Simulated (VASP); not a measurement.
# Ti (P6/mmm) in VASP: a series of runs, part 2 of 2

VASP 6.6.1.

## 3. Single point, PBE

This run uses another cell than the first one, of 15.77 Å³/atom.

File INCAR:

```
PREC = Accurate
ENCUT = 520
EDIFF = 1E-6
ISMEAR = 0
SIGMA = 0.15
LREAL = False
LASPH = True
NELM = 100
ALGO = Fast
ISIF = 2
LWAVE = False
LCHARG = False
GGA = PE
NBANDS = 25
```

File KPOINTS:

```
regular mesh
0
Gamma
  12 12 14
```

File POSCAR:

```
Ti
1.0
    4.5790987804      0.0000000000      0.0000000000
   -2.2895493902      3.9656158702      0.0000000000
    0.0000000000      0.0000000000      2.6052000000
Ti
3
Direct
    0.0000000000      0.0000000000      0.0000000000
    0.3333333333      0.6666666667      0.5000000000
    0.6666666667      0.3333333333      0.5000000000
```

Potentials or basis: VASP PAW PBE potentials, release 64 (Ti_sv).

On the command line:

```
> cat potpaw_PBE.64/Ti_sv/POTCAR > POTCAR
> mpirun -np 1 vasp_std > vasp.out
```

OUTCAR:

```text
PREC = Accurate
   ENCUT = 520
   EDIFF = 1E-6
   ISMEAR = 0
   LREAL = False
   LASPH = True
   NELM = 100
   ISIF = 2
   GGA = PE

 ion  position               nearest neighbor table
   1  0.000  0.000  0.000-
   2  0.333  0.667  0.500-   3 2.64   3 2.64   3 2.64
   3  0.667  0.333  0.500-   2 2.64   2 2.64   2 2.64

  LATTYP: Found a hexagonal cell.
 ALAT       =     4.5790987804
 C/A-ratio  =     0.5689329112

  Lattice vectors:

 A1 = (   4.5790987804,   0.0000000000,   0.0000000000)
 A2 = (  -2.2895493902,   3.9656158702,   0.0000000000)
 A3 = (   0.0000000000,   0.0000000000,   2.6052000000)

Analysis of symmetry for initial positions (statically):
=====================================================================
 Subroutine PRICEL returns:
 Original cell was already a primitive cell.

 Routine SETGRP: Setting up the symmetry group for a
 hexagonal supercell.

 Subroutine GETGRP returns: Found 24 space group operations
 (whereof 24 operations were pure point group operations)
 out of a pool of 24 trial point group operations.

The static configuration has the point symmetry D_6h.

Analysis of symmetry for dynamics (positions and initial velocities):
=====================================================================
 Subroutine PRICEL returns:
 Original cell was already a primitive cell.

 Routine SETGRP: Setting up the symmetry group for a
 hexagonal supercell.

 Subroutine GETGRP returns: Found 24 space group operations
 (whereof 24 operations were pure point group operations)
 out of a pool of 24 trial point group operations.

The dynamic configuration has the point symmetry D_6h.

 Subroutine INISYM returns: Found 24 space group operations
 (whereof 24 operations are pure point group operations),
 and found     1 'primitive' translations

----------------------------------------------------------------------------------------

                                     Primitive cell

  volume of cell :      47.3077

  direct lattice vectors                    reciprocal lattice vectors
     4.579098780  0.000000000  0.000000000     0.218383583  0.126083821  0.000000000
    -2.289549390  3.965615870  0.000000000     0.000000000  0.252167641  0.000000000
     0.000000000  0.000000000  2.605200000     0.000000000  0.000000000  0.383847689

  length of vectors
     4.579098780  4.579098780  2.605200000     0.252167641  0.252167641  0.383847689

  position of ions in fractional coordinates (direct lattice)
     0.000000000  0.000000000  0.000000000
     0.333333333  0.666666667  0.500000000
     0.666666667  0.333333333  0.500000000

  ion indices of the primitive-cell ions
   primitive index   ion index
                 1           1
                 2           2
                 3           3

----------------------------------------------------------------------------------------

 KPOINTS: regular mesh

Automatic generation of k-mesh.
 Grid dimensions read from file:
 generate k-points for:   12   12   14

 Generating k-lattice:

  Cartesian coordinates                     Fractional coordinates (reciprocal lattice)
     0.018198632  0.010506985  0.000000000     0.083333333  0.000000000  0.000000000
     0.000000000  0.021013970  0.000000000     0.000000000  0.083333333  0.000000000
     0.000000000  0.000000000  0.027417692     0.000000000  0.000000000  0.071428571

  Length of vectors
     0.021013970  0.021013970  0.027417692

  Shift w.r.t. Gamma in fractional coordinates (k-lattice)
     0.000000000  0.000000000  0.000000000

 Subroutine IBZKPT returns following result:
 ===========================================

 Found    152 irreducible k-points:

 Following reciprocal coordinates:
            Coordinates               Weight
  0.000000  0.000000  0.000000      1.000000
  0.083333  0.000000  0.000000      6.000000
  0.166667  0.000000  0.000000      6.000000
  0.250000  0.000000  0.000000      6.000000
  0.333333  0.000000  0.000000      6.000000
  0.416667  0.000000  0.000000      6.000000
[... 16 lines left out ...]
  0.250000  0.000000  0.071429     12.000000
  0.333333  0.000000  0.071429     12.000000
 [... further k-points ...]
   k-points           NKPTS =    152   k-points in BZ     NKDIM =    152   number of bands    NBANDS=     25
   number of dos      NEDOS =    301   number of ions     NIONS =      3
   total plane-waves  NPLWV =  25920
   dimension x,y,z NGX =    36 NGY =   36 NGZ =   20
   dimension x,y,z NGXF=    72 NGYF=   72 NGZF=   40
   ions per type =               3
   NGX,Y,Z   is equivalent  to a cutoff of  13.07, 13.07, 12.76 a.u.
   NGXF,Y,Z  is equivalent  to a cutoff of  26.14, 26.14, 25.53 a.u.
 SYSTEM =  unknown system
   PREC   = accura    normal or accurate (medium, high low for compatibility)
   ISTART =      0    job   : 0-new  1-cont  2-samecut
   ICHARG =      2    charge: 1-file 2-atom 10-const
   ISPIN  =      1    spin polarized calculation?
   LNONCOLLINEAR =      F non collinear calculations
   LSORBIT =      F    spin-orbit coupling
   LASPH  =      T    aspherical Exc in radial PAW
   ENCUT  =  520.0 eV  38.22 Ry    6.18 a.u.   8.51  8.51  4.84*2*pi/ulx,y,z
   NELM   =    100;   NELMIN=  2; NELMDL= -5     # of ELM steps
   EDIFF  = 0.1E-05   stopping-criterion for ELM
   LREAL  =      F    real-space projection
   EDIFFG = 0.1E-04   stopping-criterion for IOM
   NSW    =      0    number of steps for IOM
   IBRION =     -1    ionic relax: 0-MD 1-quasi-New 2-CG
   NFREE  =      0    steps in history (QN), initial steepest desc. (CG)
   ISIF   =      2    stress and relaxation
   ISYM   =      2    0-nonsym 1-usesym 2-fastsym
   POTIM  = 0.5000    time-step for ionic-motion
   TEBEG  =    0.0;   TEEND  =   0.0 temperature during run
   PSTRESS=    0.0 pullay stress
   NELECT =      36.0000    total number of electrons
   NUPDOWN=      -1.0000    fix difference up-down
   EMIN   =  10.00;   EMAX   =-10.00  energy-range for DOS
   EFERMI =   0.00;   METHOD = LEGACY
   ISMEAR =     0;   SIGMA  =   0.15  broadening in eV -4-tet -1-fermi 0-gaus
   EFERMI_NEDOS =   21; number of points for ismear=-14 and -15
   IALGO  =     68    algorithm
   IMIX   =      4    mixing-type and parameters
     AMIX     =   0.40;   BMIX     =  1.00
     AMIX_MAG =   1.60;   BMIX_MAG =  1.00
  volume/ion in A,a.u.               =      15.77       106.42
  Fermi-wavevector in a.u.,A,eV,Ry     =   1.494623  2.824429 30.394040  2.233899
  Thomas-Fermi vector in A             =   2.606872
   LORBIT       =      0    0 simple, 1 ext, 2 COOP (PROOUT), +10 PAW based schemes
   GGA     = PE    functional components
   LHFCALC =     F    Hartree Fock is set to
   AEXX    =    0.0000 exact exchange contribution
   IVDW    =     0    specifies the selected vdW correction
   LEPSILON=     F    determine dielectric tensor
   LRPA    =     F    only Hartree local field effects (RPA)
 non-spin polarized calculation
 RMM-DIIS sequential band-by-band and
 Gauss-broadening in eV      SIGMA  =   0.15
  energy-cutoff  :      520.00
  volume of cell :       47.31
 maximum number of plane-waves:      1318
 NGX is ok and might be reduce to    36
   NGX = 17   NGY = 17   NGZ =  9

 number of electron      35.9999986 magnetization

 Free energy of the ion-electron system (eV)
  ---------------------------------------------------
  ext. energy  EPLUGINS =         0.00000000
  ---------------------------------------------------
  free energy    TOTEN  =       -23.25322526 eV

  energy without entropy =      -23.20850769  energy(sigma->0) =      -23.23086648

 E-fermi :   9.1555     XC(G=0): -11.9586

 val. band max:        9.1531438016   @ k =   0.4167   0.0000   0.1429
 cond. band min:       9.1581061106   @ k =   0.4167   0.1667   0.2143
 fundamental gap:      0.0049623089
 Fermi energy:         9.1554980879

 k-point     1 :       0.0000    0.0000    0.0000
  band No.  band energies     occupation
      1     -47.4133      2.00000
      2     -47.2045      2.00000
      3     -47.0551      2.00000
      4     -23.7460      2.00000
      5     -23.7460      2.00000
      6     -23.6883      2.00000
[... 17 lines left out ...]
     24      11.7999      0.00000
     25      11.8786      0.00000

 k-point     2 :       0.0833    0.0000    0.0000
  band No.  band energies     occupation
      1     -47.4113      2.00000
      2     -47.2038      2.00000
      3     -47.0579      2.00000
      4     -23.7906      2.00000
      5     -23.7832      2.00000
      6     -23.6416      2.00000
[... 608 lines left out ...]
 k-point    24 :       0.3333    0.0000    0.0714
  band No.  band energies     occupation
      1     -47.3848      2.00000
      2     -47.1828      2.00000
      3     -47.0867      2.00000
      4     -23.9270      2.00000
      5     -23.7812      2.00000
      6     -23.4737      2.00000
[... 17 lines left out ...]
     24      11.5083      0.00000
     25      12.7150      0.00000

 [... further k-points ...]
[... 5 lines left out ...]
  --------------------------------------------------------------------------------------
  -------------------------------------------------------------------------------------
  Total        1.6614347      1.6614347      6.6288127      0.0000000      0.0000000      0.0000000
  in kB       56.2680840     56.2680840    224.4991013      0.0000000      0.0000000      0.0000000
  external PRESSURE =     112.3450898 kB  Pullay stress =       0.0000000 kB

 VOLUME and BASIS-vectors are now :
 -----------------------------------------------------------------------------
  energy-cutoff  :      520.00
  volume of cell :       47.31
      direct lattice vectors                 reciprocal lattice vectors
     4.579098780  0.000000000  0.000000000     0.218383583  0.126083821  0.000000000
    -2.289549390  3.965615870  0.000000000     0.000000000  0.252167641  0.000000000
     0.000000000  0.000000000  2.605200000     0.000000000  0.000000000  0.383847689

 POSITION                                       TOTAL-FORCE (eV/Angst)
 -----------------------------------------------------------------------------------
      0.00000      0.00000      0.00000         0.000000      0.000000      0.000000
     -0.00000      2.64374      1.30260         0.000000     -0.000000     -0.000000
      2.28955      1.32187      1.30260        -0.000000      0.000000      0.000000
 -----------------------------------------------------------------------------------
    total drift:                                0.000000      0.000000     -0.000000

  FREE ENERGIE OF THE ION-ELECTRON SYSTEM (eV)
  ---------------------------------------------------
  free  energy   TOTEN  =       -23.2532252622 eV

  energy  without entropy=      -23.2085076910  energy(sigma->0) =      -23.23086648
```

It took 11 min on 1 thread of Intel Xeon 8259CL, shared host; peak memory 0.27 GiB.

What came out:

```
Free energy            : -23.2532 eV
Pressure               : 11.2 GPa
Band gap on the k mesh : zero (bands 18 and 19 overlap by 0.41 eV)
```

Stress tensor (GPa, compression positive):
```
 5.63  0.00  0.00
 0.00  5.63  0.00
 0.00  0.00 22.45
```

Caveat: the stress differs along the axes, from 6 to 22 GPa.

## 4. Single point, PBE

This run uses another cell than the first one, of 16.00 Å³/atom.

File INCAR:

```
SYSTEM = Ti
ALGO = Fast
EDIFF = 1E-6
ENCUT = 520
GGA = PE
ISIF = 2
ISMEAR = 0
LASPH = .True.
LCHARG = .False.
LREAL = .False.
LWAVE = .False.
NBANDS = 25
NELM = 80
PREC = Accurate
SIGMA = 0.15
```

File KPOINTS:

```
k-points
0
Gamma
  12 12 14
  0 0 0
```

File POSCAR:

```
Ti
1.0
    4.7165000000      0.0000000000      0.0000000000
   -2.3582500000      4.0846088169      0.0000000000
    0.0000000000      0.0000000000      2.4920000000
Ti
3
Direct
    0.0000000000      0.0000000000      0.0000000000
    0.3333333333      0.6666666667      0.5000000000
    0.6666666667      0.3333333333      0.5000000000
```

On the command line:

```
> cat potpaw_PBE.64/Ti_sv/POTCAR > POTCAR
> mpirun -np 1 vasp_std > vasp.out
```

Wall time 11 min (1 thread of Intel Xeon 8259CL, shared host); peak memory 0.27 GiB.

The run converged. Its results:

```
Free energy            : -23.1106 eV
Pressure               : 8.9 GPa
Band gap on the k mesh : zero (bands 18 and 19 overlap by 1.11 eV)
```

Stress tensor (GPa, compression positive):
```
 6.82  0.00  0.00
 0.00  6.82  0.00
 0.00  0.00 13.20
```

Levels at points of the mesh, in eV from the Fermi level:
```tsv
k point	band 14	band 15	band 16	band 17	band 18	band 19	band 20	band 21	band 22	band 23
(0.00, 0.00, 0.00)	-1.92	-0.86	-0.86	-0.84	-0.84	-0.77	-0.16	1.25	1.25	3.16
(0.50, 0.00, 0.00)	-3.70	-2.74	-0.85	-0.79	-0.49	-0.21	-0.19	0.68	2.61	2.84
(0.00, 0.00, 0.50)	-2.24	-1.63	-1.63	-1.24	-0.60	0.50	0.50	1.69	1.69	3.19
(0.50, 0.00, 0.50)	-2.04	-2.01	-1.24	-0.59	0.15	0.27	1.41	1.44	1.78	2.43
```

Caveat: the stress differs along the axes, from 7 to 13 GPa.

## 5. Single point, PBE

This run uses another cell than the first one, of 16.13 Å³/atom.

File INCAR:

```
SYSTEM = Ti
PREC = Accurate
ENCUT = 520
EDIFF = 1E-6
ISMEAR = 0
SIGMA = 0.15
LREAL = .False.
LASPH = .True.
NELM = 100
ALGO = Fast
ISIF = 2
LWAVE = .False.
LCHARG = .False.
GGA = PE
NBANDS = 25
```

File KPOINTS:

```
regular mesh
0
Gamma
  12 12 14
  0 0 0
```

File POSCAR:

```
Ti
1.0
    4.5333000000      0.0000000000      0.0000000000
   -2.2666500000      3.9259529630      0.0000000000
    0.0000000000      0.0000000000      2.7185000000
Ti
3
Direct
    0.0000000000      0.0000000000      0.0000000000
    0.3333333333      0.6666666667      0.5000000000
    0.6666666667      0.3333333333      0.5000000000
```

On the command line:

```
> cat potpaw_PBE.64/Ti_sv/POTCAR > POTCAR
> mpirun -np 1 vasp_std > vasp.out
```

Wall time 8.4 min (1 thread of Intel Xeon 8259CL, shared host); peak memory 0.27 GiB.

Results (log left out):

```
Free energy            : -23.4489 eV
Pressure               : 7.5 GPa
Band gap on the k mesh : zero (bands 18 and 19 overlap by 0.29 eV)
```

Stress tensor (GPa, compression positive):
```
 5.10  0.00  0.00
 0.00  5.10  0.00
 0.00  0.00 12.17
```

Levels at points of the mesh, in eV from the Fermi level:
```tsv
k point	band 15	band 16	band 17	band 18	band 19	band 20	band 21	band 22
(0.00, 0.00, 0.00)	-0.72	-0.72	-0.64	-0.64	-0.15	0.57	1.37	1.37
(0.50, 0.00, 0.00)	-2.74	-0.49	-0.42	-0.42	0.01	0.45	1.19	1.39
(0.00, 0.00, 0.50)	-2.01	-1.70	-1.70	-1.50	1.02	1.02	1.44	1.44
(0.50, 0.00, 0.50)	-1.84	-1.24	-0.63	-0.49	0.37	0.97	1.21	1.23
```

Caveat: the stress differs along the axes, from 5 to 12 GPa.

## 6. The runs side by side

```tsv
cell	gap on the mesh (eV)	pressure (GPa)
a = 4.472, b = 4.472, c = 2.719 Å, angles 90.0, 90.0, 120.0°, 3 atoms	none	11.2
a = 4.579, b = 4.579, c = 2.605 Å, angles 90.0, 90.0, 120.0°, 3 atoms	none	11.2
a = 4.716, b = 4.716, c = 2.492 Å, angles 90.0, 90.0, 120.0°, 3 atoms	none	8.9
a = 4.533, b = 4.533, c = 2.719 Å, angles 90.0, 90.0, 120.0°, 3 atoms	none	7.5
```

Alike in all rows: task single point; level PBE; potentials or basis VASP PAW PBE potentials, release 64 (Ti_sv); no spin polarisation; k mesh 12 × 12 × 14; cutoff (eV) 520; smearing gaussian 0.15 eV.

Caveats: the cell stands under pressure (at least some runs); the stress differs along the axes, from 6 to 22 GPa (at least some runs); the stress differs along the axes, from 7 to 13 GPa (at least some runs); the stress differs along the axes, from 5 to 12 GPa (at least some runs).

Total energies depend on the potentials used, so only differences within one code and one set of settings carry meaning.

The gap in the log of VASP goes by the Fermi energy; the results here count the filled bands.